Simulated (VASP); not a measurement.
Set up this calculation in VASP 6.6.1, as the native input.

```
Task                   : single point
Functional             : PBEsol
Potentials or basis    : VASP PAW PBE potentials, release 64 (H, Ta_pv)
Cutoff                 : 520 eV
k mesh                 : 12 × 12 × 8
Occupations            : gaussian, width 0.05 eV
Spin                   : no spin polarisation
Dipole correction      : no
Further INCAR settings : ALGO = Normal; EDIFF = 1e-06; NBANDS = 18
```

The structure of Ta2H lies in POSCAR:

```
Ta2H
1.0
    1.6890868620     -2.3672035445      0.0000000000
    1.6890868620      2.3672035445      0.0000000000
    0.0000000000      0.0000000000      4.7546042987
H Ta
1 2
Direct
    0.0000000000      0.0000000000      0.0000000000
    0.0000000000      0.5000000000      0.2645968382
    0.5000000000      0.0000000000      0.7354031618
```

These files were run (other wordings do the same):

INCAR

```
SYSTEM = Ta2H
PREC = Accurate
ENCUT = 520
EDIFF = 1E-6
ISMEAR = 0
SIGMA = 0.05
LREAL = .FALSE.
LASPH = .TRUE.
NELM = 60
ALGO = Normal
ISIF = 2
LWAVE = .FALSE.
LCHARG = .FALSE.
GGA = PS
NBANDS = 18
```

KPOINTS

```
Automatic mesh
0
G
  12 12 8
  0 0 0
```

Potentials or basis: VASP PAW PBE potentials, release 64 (H, Ta_pv).

Launch:

```sh
$ cat potpaw_PBE.64/H/POTCAR potpaw_PBE.64/Ta_pv/POTCAR > POTCAR
$ mpirun -np 1 vasp_std > vasp.out
```

Results of the run:

```yaml
Pressure: 0.2 GPa
Largest_force: 0.015 eV/Å
Band_gap_on_the_k_mesh: zero (an odd number of electrons rules out a gap without spin polarisation)
```

Caveat: the PAW data sets were made with another functional, which shifts forces and pressure a little; spin-orbit coupling is left out, which moves the levels of the heavy elements.

Wall time 2.1 min on 1 thread of AMD EPYC 7R43 64-Core Processor (Zen 3), on a shared host, peak memory 0.22 GiB.
